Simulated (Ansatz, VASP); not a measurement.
**Si5Ge in VASP and in Ansatz**

```
Si Ge
1.0
     2.83720    0.00000    0.00000
     0.00000    3.68461    0.00000
     0.00000    0.00000    8.89583
Si Ge
5 1
Direct
  0.00000 0.00000 0.85139
  0.50000 0.50000 0.00000
  0.00000 0.00000 0.14861
  0.50000 0.50000 0.29963
  0.50000 0.50000 0.70037
  0.00000 0.00000 0.50000
```

Alike in both runs: task relaxation of cell and atoms; functional PBE; k mesh 6 × 6 × 2; occupations gaussian, width 0.1 eV; no spin polarisation.

|  | VASP | Ansatz |
| --- | --- | --- |
| version | VASP 6.6.1 | Ansatz 0.2.0 |
| potentials or method | VASP PAW PBE potentials, release 64 (Si, Ge_d), cutoff 600 eV | scalar-relativistic, plane waves, PAW |
| valence electrons in the cell | 34 | 34 |

```csv
,VASP,Ansatz,Ansatz less VASP
"gap on the k mesh at the Fermi level, each at its own relaxed structure (eV)",none,none,-
relaxed volume (Å³/atom),15.60,15.57,-0.028
relaxed cell length with the largest relative difference (Å),8.927,8.918,-0.0097
```

A gap of «none» marks a metal or a gap that the smearing closes.

The k mesh is coarse, so the values compare programs but aren't converged. Noted on VASP's run: too few bands were computed for a metal, which touches its energy and stress.
